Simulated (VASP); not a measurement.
The system is P2Se2O.

```
P Se O
1.0
     4.44087    0.00000    0.00000
     0.00000    4.44087    0.00000
     0.00000    0.00000    6.56556
P Se O
2 2 1
Direct
  0.50000 0.50000 0.99583
  0.50000 0.50000 0.42449
  0.00000 0.00000 0.25065
  0.50000 0.50000 0.72437
  0.00000 0.00000 0.99552
```

The cell was generated, and may not be a known phase.

| Item | Value |
| --- | --- |
| Program | VASP 6.6.1 |
| Task | relaxation of cell and atoms |
| Functional | PBE |
| Dispersion | D3(BJ) |
| Potentials or basis | VASP PAW PBE potentials, release 64 (P, Se, O) |
| Cutoff | 600 eV |
| k mesh | 4 × 4 × 4 |
| Occupations | gaussian, width 0.1 eV |
| Spin | collinear spin, ferromagnetic start |
| Starting moments | [0.0, 0.0, 0.0, 0.0, 1.0] μB |

At the start: pressure 11.9 GPa; volume 25.90 Å³/atom.

Q: Where does the relaxation end?

A: Over 39 steps the energy falls by 841.1 meV/atom and the volume is 18.93 Å³/atom (-26.9 %); space group P4mm (No. 99, to 0.1 Å) before and after; moment 0.00 μB per cell.

Step by step:
```tsv
step	energy change (eV)	largest force (eV/Å)	pressure (GPa)	volume (Å³)
1	0.0000	11.8866	11.92	129.48
2	0.9139	3.0814	-10.73	164.96
3	0.3009	3.1098	-10.51	158.52
4	-0.2009	3.0646	-10.03	153.36
5	-1.3087	3.4049	-6.29	141.49
6	-1.5182	4.9411	-1.45	135.50
7	-1.5226	4.7846	-2.42	136.51
8	-2.3548	1.3005	-7.25	133.63
9	-2.3673	1.3054	-7.34	133.39
10	-2.3955	10.2931	7.68	113.24
11	-2.8327	4.1042	-1.45	121.96
12	-3.2766	1.8834	1.98	109.88
13	-3.2776	1.7782	2.30	109.20
14	-3.3700	2.2375	-3.45	110.13
15	-3.3995	1.5102	-1.72	109.80
16	-3.4944	1.2013	-1.83	108.25
17	-3.7107	1.5479	-1.49	103.54
18	-3.6181	3.4568	2.75	93.97
19	-3.7798	2.2412	-0.49	100.04
20	-3.8423	1.9326	-0.48	98.95
21	-3.9569	1.1379	-0.01	95.70
22	-3.9141	0.7065	3.01	89.26
23	-3.9812	0.9771	0.92	93.37
24	-4.0395	0.6235	1.03	93.72
25	-4.0893	1.3420	1.92	94.60
26	-4.0941	0.9426	1.56	94.38
27	-4.1311	0.7423	0.39	95.64
28	-4.1574	0.5254	-1.45	97.92
29	-4.1736	0.3151	-0.51	97.30
30	-4.1739	0.3178	-0.35	97.20
31	-4.1839	0.2663	-0.41	96.61
32	-4.1933	0.4199	-0.44	95.24
33	-4.2011	0.2000	0.38	94.06
34	-4.2014	0.1674	0.61	93.75
35	-4.2036	0.1967	-0.03	94.04
36	-4.2038	0.1436	0.12	93.97
37	-4.2050	0.0685	0.10	94.21
38	-4.2052	0.0620	0.09	94.40
39	-4.2054	0.0297	-0.17	94.64
```

Final structure:
```yaml
crystal:
  lattice:
    - [3.68495, 0.00000, 0.00000]
    - [0.00000, 3.68495, 0.00000]
    - [0.00000, 0.00000, 6.96946]
  atoms:
    - { symbol: P, position: [0.50000, 0.50000, 0.00095] }
    - { symbol: P, position: [0.50000, 0.50000, 0.32812] }
    - { symbol: Se, position: [0.00000, 0.00000, 0.31681] }
    - { symbol: Se, position: [0.50000, 0.50000, 0.68848] }
    - { symbol: O, position: [0.00000, 0.00000, 0.05650] }
```

Caveat: the volume moved by over 15 % at a fixed basis, so the end points are rough.
